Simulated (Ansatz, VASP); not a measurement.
## Os in VASP and in Ansatz

Contents of INCAR:

```
SYSTEM = Os
PREC = Accurate
ENCUT = 600
EDIFF = 1E-6
ISMEAR = -1
SIGMA = 0.05
LREAL = .False.
LASPH = .True.
NELM = 60
ALGO = Normal
ISIF = 3
LWAVE = .False.
LCHARG = .False.
GGA = PE
IVDW = 12
IBRION = 2
NSW = 80
EDIFFG = -0.005
```

File KPOINTS:

```
Automatic mesh
0
Gamma
  11 11 6
  0 0 0
```

Contents of POSCAR:

```
Os
1.0
    2.7341000000      0.0000000000      0.0000000000
   -1.3670500000      2.3678000565      0.0000000000
    0.0000000000      0.0000000000      4.3197000000
Os
2
Direct
    0.6666666667      0.3333333333      0.7500000000
    0.3333333333      0.6666666667      0.2500000000
```

File input.yaml:

```yaml
crystal:
  lattice:
    - [2.7341, 0.0, 0.0]
    - [-1.36705, 2.3678000565, 0.0]
    - [0.0, 0.0, 4.3197]
  atoms:
    - { symbol: Os, position: [0.6666666667, 0.3333333333, 0.75] }
    - { symbol: Os, position: [0.3333333333, 0.6666666667, 0.25] }
kpoints:
  mp_grid: { grid: [11, 11, 6] }
scf:
  occupations: { method: fermi_dirac, width: 0.05 }
hamiltonian:
  xc: pbe
  dispersion: d3bj
  pseudopotentials: { kind: all_electron, lapw: { basis_error: 0.001 } }
output:
  forces: true
  stress: true
relax:
  f_tol: 0.005
  max_steps: 60
  cell: {}
```

Alike in both runs: task relaxation of cell and atoms; functional PBE; dispersion D3(BJ); k mesh 11 × 11 × 6; occupations fermi-dirac, width 0.05 eV; no spin polarisation.

```csv
,VASP,Ansatz
version,VASP 6.6.1,Ansatz 0.2.0
potentials or method,"VASP PAW PBE potentials, release 64 (Os), cutoff 600 eV","all-electron LAPW, scalar-relativistic"
```

|  | VASP | Ansatz | Ansatz less VASP |
| --- | --- | --- | --- |
| relaxed volume (Å³/atom) | 14.02 | 14.02 | -0.005 |
| relaxed cell length with the largest relative difference (Å) | 2.737 | 2.736 | -0.0007 |

Ansatz ran all-electron here, and VASP with PAW potentials.

Spin-orbit coupling is off throughout.
